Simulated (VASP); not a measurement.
# Al8N6O (a cell with a defect) in VASP: a series of runs, part 2 of 2

VASP 6.6.1. Earlier steps stand in the parts before.

### Step 4. Single point, PBE

The COD entry that gives the cell may itself be a prediction, so a difference from it is no test against experiment.

File INCAR:

```
  PREC = Accurate
  ENCUT = 520
  EDIFF = 1E-6
  ISMEAR = 0
  SIGMA = 0.05
  LREAL = Auto
  LASPH = T
  NELM = 80
  ALGO = Normal
  ISIF = 2
  LWAVE = F
  LCHARG = F
  GGA = PE
  NELECT = 58.0
  NBANDS = 43
```

File KPOINTS:

```
regular mesh
0
Gamma
  2 3 3
```

File POSCAR:

```
Al8N6O
1.0
   -3.1440000000     -5.4455680000      0.0000000000
    4.7160000000     -2.7227840000      0.0000000000
    0.0000000000      0.0000000000      5.0460000000
Al N O
8 6 1
Direct
    0.4752482849      0.6411063630      0.0056761792
    0.4957013770      0.3441622412      0.5111638922
    0.2555078385      0.1592335972      0.0183533492
    0.2748936376      0.8654579297      0.5179355925
    0.0024193607      0.6703253753     -0.0284314308
   -0.0108374939      0.3133261067      0.5331107808
    0.7581365169      0.2222053030      0.0267491082
    0.7510614765      0.8317210097      0.3974088387
    0.4829451767      0.6703319838      0.3707643678
    0.5030159112      0.3235822784      0.8857092747
    0.2426796528      0.1820256210      0.3935277447
    0.2602856249      0.8339974564      0.8819480777
    0.0149206318      0.3231294458      0.9001399128
    0.7418140885      0.1789091378      0.3889958383
   -0.1561134880      0.7151054270      0.6909575902
```

Started as:

```
$ cat potpaw_PBE.64/Al/POTCAR potpaw_PBE.64/N/POTCAR potpaw_PBE.64/O/POTCAR > POTCAR
$ mpirun -np 1 vasp_std > vasp.out
```

Run time: 94 s. Hardware: 1 thread of Intel Xeon 6975P-C (Granite Rapids), shared host; peak memory 0.28 GiB.

The run converged. Its results:

| Quantity | Value |
| --- | --- |
| Free energy | -117.6590 eV |
| Largest force | 0.034 eV/Å |

Forces on the atoms (eV/Å):
```
Al  -0.004  0.001  0.002
Al  -0.001 -0.002  0.001
Al   0.005 -0.002 -0.005
Al  -0.002 -0.012 -0.002
Al  -0.003 -0.013  0.018
Al  -0.001 -0.001  0.004
Al   0.009  0.001  0.001
Al   0.024 -0.003 -0.023
N   -0.003  0.003  0.001
N   -0.005  0.005 -0.005
N    0.001 -0.002 -0.008
N    0.005  0.001  0.003
N   -0.009 -0.003  0.006
N    0.000  0.005 -0.001
O   -0.016  0.023  0.009
```

Levels at points of the mesh, in eV from the Fermi level:
```csv
k point,band 25,band 26,band 27,band 28,band 29,band 30,band 31,band 32,band 33,band 34
"(0.00, 0.00, 0.00)",-2.46,-1.95,-1.93,-1.78,-1.58,2.06,2.60,3.34,3.61,4.16
"(0.50, 0.00, 0.00)",-2.56,-2.16,-2.04,-1.79,-0.68,1.34,2.65,3.04,3.94,4.08
```

Caveat: the k points lie up to 0.50 Å⁻¹ apart; the cell carries a net charge on a neutralising background, which shifts energy and pressure; the cell is charged against a uniform background, so pressure and absolute levels hang on convention.

### Step 5. Single point, PBE

File INCAR:

```
SYSTEM = Al8N6O
ALGO = Normal
EDIFF = 1E-6
ENCUT = 520
GGA = PE
ISIF = 2
ISMEAR = 0
LASPH = .True.
LCHARG = .False.
LREAL = Auto
LWAVE = .False.
NBANDS = 43
NELECT = 58.0
NELM = 100
PREC = Accurate
SIGMA = 0.05
```

File KPOINTS:

```
k-points
0
Gamma
  2 3 3
  0 0 0
```

File POSCAR:

```
Al8N6O
1.0
   -3.1440000000     -5.4455680000      0.0000000000
    4.7160000000     -2.7227840000      0.0000000000
    0.0000000000      0.0000000000      5.0460000000
Al N O
8 6 1
Direct
    0.4892892182      0.6517833550     -0.0066627031
    0.4950349495      0.3411212641      0.5080214031
    0.2533791127      0.1629151676      0.0143872374
    0.2701852083      0.8570467123      0.5097572335
    0.0073699706      0.6659974952     -0.0157449465
   -0.0058562129      0.3127587079      0.5218957590
    0.7532298937      0.2122872744      0.0192649623
    0.7545396370      0.8275096732      0.4399193421
    0.4930057748      0.6703842570      0.3670766944
    0.4999519547      0.3255629656      0.8844223147
    0.2448354804      0.1783188614      0.3902631788
    0.2551064548      0.8337923439      0.8801448672
    0.0083826295      0.3290421940      0.8930277447
    0.7443679186      0.1718633877      0.3853862465
   -0.2169827671      0.7635924895      0.7893456203
```

Potentials or basis: VASP PAW PBE potentials, release 64 (Al, N, O).

Started as:

```
$ cat potpaw_PBE.64/Al/POTCAR potpaw_PBE.64/N/POTCAR potpaw_PBE.64/O/POTCAR > POTCAR
$ mpirun -np 1 vasp_std > vasp.out
```

OUTCAR:

```text
SYSTEM = Al8N6O
   EDIFF = 1E-6
   ENCUT = 520
   GGA = PE
   ISIF = 2
   ISMEAR = 0
   LASPH = .True.
   LREAL = Auto
   NELECT = 58.0
   NELM = 100
   PREC = Accurate

 ion  position               nearest neighbor table
   1  0.489  0.652  0.993-  10 1.86  12 1.86   9 1.89  15 2.20   7 2.92   8 2.96   2 2.98   4 3.02
                             5 3.03   3 3.05   2 3.10   4 3.15   3 3.16   5 3.26
   2  0.495  0.341  0.508-  11 1.90  10 1.90  14 1.92   9 1.93   1 2.98   4 2.99   7 3.03   3 3.07
                             1 3.10   3 3.13   7 3.13   8 3.13   6 3.14   4 3.15   6 3.15   8 3.26
   3  0.253  0.163  0.014-  13 1.89  11 1.90  10 1.90  12 1.92   4 3.01   4 3.04   1 3.05   2 3.07
                             6 3.08   5 3.12   2 3.13   6 3.14   5 3.15   7 3.15   1 3.16   7 3.16
   4  0.270  0.857  0.510-  11 1.86   9 1.87  12 1.88   2 2.99   3 3.01   1 3.02   6 3.03   3 3.04
                             8 3.07   5 3.09   2 3.15   1 3.15   8 3.27   5 3.29
   5  0.007  0.666  0.984-  15 1.80  12 1.88  13 1.89   8 2.93   7 2.95   6 3.02   1 3.03   4 3.09
                             3 3.12   3 3.15   1 3.26   4 3.29   8 3.29   6 3.33
   6  0.994  0.313  0.522-  11 1.86  13 1.88  14 1.88   7 2.98   7 3.00   5 3.02   4 3.03   8 3.07
                             3 3.08   2 3.14   3 3.14   2 3.15   8 3.21   5 3.33
   7  0.753  0.212  0.019-  10 1.84  13 1.84  14 1.86   1 2.92   5 2.95   6 2.98   8 2.98   6 3.00
                             2 3.03   2 3.13   3 3.15   3 3.16
   8  0.755  0.828  0.440-  15 1.81   9 1.89  14 1.90   5 2.93   1 2.96   7 2.98   6 3.07   4 3.07
                             2 3.13   6 3.21   2 3.26   4 3.27   5 3.29
   9  0.493  0.670  0.367-   4 1.87   1 1.89   8 1.89   2 1.93
  10  0.500  0.326  0.884-   7 1.84   1 1.86   2 1.90   3 1.90
  11  0.245  0.178  0.390-   4 1.86   6 1.86   3 1.90   2 1.90
  12  0.255  0.834  0.880-   1 1.86   4 1.88   5 1.88   3 1.92
  13  0.008  0.329  0.893-   7 1.84   6 1.88   3 1.89   5 1.89
  14  0.744  0.172  0.385-   7 1.86   6 1.88   8 1.90   2 1.92
  15  0.783  0.764  0.789-   5 1.80   8 1.81   1 2.20

  LATTYP: Found a simple orthorhombic cell.
 ALAT       =     5.0460000000
 B/A-ratio  =     1.0791850583
 C/A-ratio  =     1.2461355977

  Lattice vectors:

 A1 = (   0.0000000000,   0.0000000000,  -5.0460000000)
 A2 = (   4.7160000000,  -2.7227840000,   0.0000000000)
 A3 = (  -3.1440000000,  -5.4455680000,   0.0000000000)

Analysis of symmetry for initial positions (statically):
=====================================================================
 Subroutine PRICEL returns:
 Original cell was already a primitive cell.

 Routine SETGRP: Setting up the symmetry group for a
 simple orthorhombic supercell.

 Subroutine GETGRP returns: Found  1 space group operations
 (whereof  1 operations were pure point group operations)
 out of a pool of  8 trial point group operations.

The static configuration has the point symmetry C_1 .

Analysis of symmetry for dynamics (positions and initial velocities):
=====================================================================
 Subroutine PRICEL returns:
 Original cell was already a primitive cell.

 Routine SETGRP: Setting up the symmetry group for a
 simple orthorhombic supercell.

 Subroutine GETGRP returns: Found  1 space group operations
 (whereof  1 operations were pure point group operations)
 out of a pool of  8 trial point group operations.

The dynamic configuration has the point symmetry C_1 .

 Subroutine INISYM returns: Found  1 space group operations
 (whereof  1 operations are pure point group operations),
 and found     1 'primitive' translations

[... 98 lines left out ...]
   ICHARG =      2    charge: 1-file 2-atom 10-const
   ISPIN  =      1    spin polarized calculation?
   LNONCOLLINEAR =      F non collinear calculations
   LSORBIT =      F    spin-orbit coupling
   LASPH  =      T    aspherical Exc in radial PAW
   ENCUT  =  520.0 eV  38.22 Ry    6.18 a.u.  11.69 10.13  9.38*2*pi/ulx,y,z
   NELM   =    100;   NELMIN=  2; NELMDL= -5     # of ELM steps
   EDIFF  = 0.1E-05   stopping-criterion for ELM
   LREAL  =      T    real-space projection
   EDIFFG = 0.1E-04   stopping-criterion for IOM
   NSW    =      0    number of steps for IOM
[... 5 lines left out ...]
   TEBEG  =    0.0;   TEEND  =   0.0 temperature during run
   PSTRESS=    0.0 pullay stress
   NELECT =      58.0000    total number of electrons
   NUPDOWN=      -1.0000    fix difference up-down
   EMIN   =  10.00;   EMAX   =-10.00  energy-range for DOS
   EFERMI =   0.00;   METHOD = LEGACY
   ISMEAR =     0;   SIGMA  =   0.05  broadening in eV -4-tet -1-fermi 0-gaus
   EFERMI_NEDOS =   21; number of points for ismear=-14 and -15
   IALGO  =     38    algorithm
   IMIX   =      4    mixing-type and parameters
     AMIX     =   0.40;   BMIX     =  1.00
     AMIX_MAG =   1.60;   BMIX_MAG =  1.00
  volume/ion in A,a.u.               =      11.52        77.73
  Fermi-wavevector in a.u.,A,eV,Ry     =   1.137758  2.150051 17.612645  1.294493
  Thomas-Fermi vector in A             =   2.274463
   LORBIT       =      0    0 simple, 1 ext, 2 COOP (PROOUT), +10 PAW based schemes
   GGA     = PE    functional components
   LHFCALC =     F    Hartree Fock is set to
   AEXX    =    0.0000 exact exchange contribution
   IVDW    =     0    specifies the selected vdW correction
   LEPSILON=     F    determine dielectric tensor
   LRPA    =     F    only Hartree local field effects (RPA)
 non-spin polarized calculation
 Gauss-broadening in eV      SIGMA  =   0.05
  energy-cutoff  :      520.00
  volume of cell :      172.78
 maximum number of plane-waves:      4672
 NGX is ok and might be reduce to    48
   NGX = 23   NGY = 21   NGZ = 19

 number of electron      58.0000002 magnetization

 Free energy of the ion-electron system (eV)
  ---------------------------------------------------
  ext. energy  EPLUGINS =         0.00000000
  ---------------------------------------------------
  free energy    TOTEN  =      -119.01851635 eV

  energy without entropy =     -119.01851635  energy(sigma->0) =     -119.01851635

 E-fermi :   6.4315     XC(G=0): -10.3512

 val. band max:        6.1486673960   @ k =   0.5000  -0.0000   0.3333
 cond. band min:       8.0766629914   @ k =   0.5000  -0.0000   0.0000
 fundamental gap:      1.9279955954
 Fermi energy:         6.4315258170

 k-point     1 :       0.0000    0.0000    0.0000
  band No.  band energies     occupation
      1     -12.1408      2.00000
      2      -9.1053      2.00000
      3      -7.8528      2.00000
      4      -7.7673      2.00000
      5      -7.3405      2.00000
      6      -7.2534      2.00000
[... 429 lines left out ...]
     40      13.3203      0.00000
     41      14.0402      0.00000
 [bands above 41 left out]

------------------------ aborting loop because EDIFF is reached ----------------------------------------

  FORCE on cell =-STRESS in cart. coord.  units (eV):
  Direction    XX          YY          ZZ          XY          YZ          ZX
  --------------------------------------------------------------------------------------
  -------------------------------------------------------------------------------------
  Total      -18.1122875    -19.2862806    -19.9135858     -0.2858883     -2.0942097     -2.1224850
  in kB     -167.9503532   -178.8364739   -184.6533056     -2.6509653    -19.4190415    -19.6812304
  external PRESSURE =    -177.1467109 kB  Pullay stress =       0.0000000 kB

 VOLUME and BASIS-vectors are now :
 -----------------------------------------------------------------------------
  energy-cutoff  :      520.00
  volume of cell :      172.78
      direct lattice vectors                 reciprocal lattice vectors
    -3.144000000 -5.445568000  0.000000000    -0.079516539 -0.137726680  0.000000000
     4.716000000 -2.722784000  0.000000000     0.159033079 -0.091817787  0.000000000
     0.000000000  0.000000000  5.046000000     0.000000000  0.000000000  0.198176774

 POSITION                                       TOTAL-FORCE (eV/Angst)
 -----------------------------------------------------------------------------------
      1.53549     -4.43912      5.01238        -0.050963     -0.438328     -0.349816
      0.05234     -3.62455      2.56348        -0.119089      0.002677     -0.169238
     -0.02832     -1.82338      0.07260         0.023360     -0.039440     -0.187517
      3.19237     -3.80486      2.57224        -0.166696      0.132338     -0.261567
      3.11767     -1.85350      4.96655        -0.215742     -0.106876      0.142296
     -1.65062     -6.26525      2.63349        -0.149586     -0.138747     -0.321402
     -1.36701     -4.67978      0.09721        -0.184030      0.165323     -0.255285
      1.53026     -6.36203      2.21983        -0.178654     -0.069647      0.686649
      1.61152     -4.51001      1.85227        -0.193782     -0.245675     -0.180834
     -0.03649     -3.60896      4.46279        -0.000429      0.004360     -0.140647
      0.07119     -1.81879      1.96927        -0.160723     -0.050366     -0.181213
      3.13011     -3.65944      4.44121        -0.008643      0.066671     -0.141451
      1.52541     -0.94156      4.50622         0.110184      0.027459     -0.244107
     -1.52978     -4.52145      1.94466        -0.223967     -0.024442     -0.178765
      1.13930     -6.34307      3.98304         1.518760      0.714692      1.782896
 -----------------------------------------------------------------------------------
    total drift:                                0.001869      0.001350      0.000356

  FREE ENERGIE OF THE ION-ELECTRON SYSTEM (eV)
  ---------------------------------------------------
  free  energy   TOTEN  =      -119.0185163467 eV

  energy  without entropy=     -119.0185163467  energy(sigma->0) =     -119.01851635
```

It took 86 s on 1 thread of Intel Xeon 6975P-C (Granite Rapids), shared host; peak memory 0.27 GiB.

Results:

```yaml
Free_energy: -119.0185 eV
Largest_force: 2.449 eV/Å
```

Forces on the atoms (eV/Å):
```
Al  -0.051 -0.438 -0.350
Al  -0.119  0.003 -0.169
Al   0.023 -0.039 -0.188
Al  -0.167  0.132 -0.262
Al  -0.216 -0.107  0.142
Al  -0.150 -0.139 -0.321
Al  -0.184  0.165 -0.255
Al  -0.179 -0.070  0.687
N   -0.194 -0.246 -0.181
N    0.000  0.004 -0.141
N   -0.161 -0.050 -0.181
N   -0.009  0.067 -0.141
N    0.110  0.027 -0.244
N   -0.224 -0.024 -0.179
O    1.519  0.715  1.783
```

Caveat: the k points lie up to 0.50 Å⁻¹ apart; the cell carries a net charge on a neutralising background, which shifts energy and pressure; the cell is charged against a uniform background, so pressure and absolute levels hang on convention.
